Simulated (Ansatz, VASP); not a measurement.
GaP in VASP and in Ansatz

Contents of POSCAR:

```
GaP
1.0
    0.0000000000      2.7256965861      2.7256965861
    2.7256965861      0.0000000000      2.7256965861
    2.7256965861      2.7256965861      0.0000000000
Ga P
1 1
Direct
    0.0000000000      0.0000000000      0.0000000000
    0.7500000000      0.7500000000      0.7500000000
```

The input INCAR.step1:

```
SYSTEM = GaP
  ALGO = Normal
  EDIFF = 1E-4
  ENCUT = 520
  GGA = PE
  ISMEAR = 0
  LASPH = .True.
  LCHARG = .False.
  LREAL = .False.
  LWAVE = .True.
  NBANDS = 16
  NELM = 60
  PREC = Accurate
  SIGMA = 0.05
```

INCAR.step2

```
SYSTEM = GaP
  ALGO = Normal
  EDIFF = 1E-6
  ENCUT = 520
  ISIF = 2
  ISMEAR = 0
  ISTART = 1
  LASPH = .True.
  LCHARG = .True.
  LELF = .True.
  LMIXTAU = .True.
  LREAL = .False.
  LVHAR = .True.
  LWAVE = .False.
  METAGGA = R2SCAN
  NBANDS = 16
  NELM = 60
  PREC = Accurate
  SIGMA = 0.05
```

The input KPOINTS:

```
k-points
0
Gamma
  8 8 8
  0 0 0
```

Input for Ansatz:

```yaml
crystal:
  lattice:
    - [0.0, 2.7256965861, 2.7256965861]
    - [2.7256965861, 0.0, 2.7256965861]
    - [2.7256965861, 2.7256965861, 0.0]
  atoms:
    - { symbol: Ga, position: [0.0, 0.0, 0.0] }
    - { symbol: P, position: [0.75, 0.75, 0.75] }
basis:
  ecutwfc: "58.8 Ry"
  ecutrho_ratio: 4
kpoints:
  mp_grid: { grid: [8, 8, 8] }
hamiltonian:
  xc: r2scan
scf:
  occupations: { method: gaussian, width: 0.05 }
output:
  forces: true
  stress: true
```

Alike in both runs: task single point; functional r2SCAN; k mesh 8 × 8 × 8; occupations gaussian, width 0.05 eV; no spin polarisation.

|  | VASP | Ansatz |
| --- | --- | --- |
| version | VASP 6.6.1 | Ansatz 0.2.0 |
| potentials or method | VASP PAW PBE potentials, release 64 (Ga_d, P), cutoff 520 eV | scalar-relativistic, plane waves, PAW |
| valence electrons in the cell | 18 | 18 |

|  | VASP | Ansatz | Ansatz less VASP |
| --- | --- | --- | --- |
| pressure (GPa) | -0.1 | 0.0 | +0.05 |

VASP's potentials were made for PBE, not for r2SCAN.
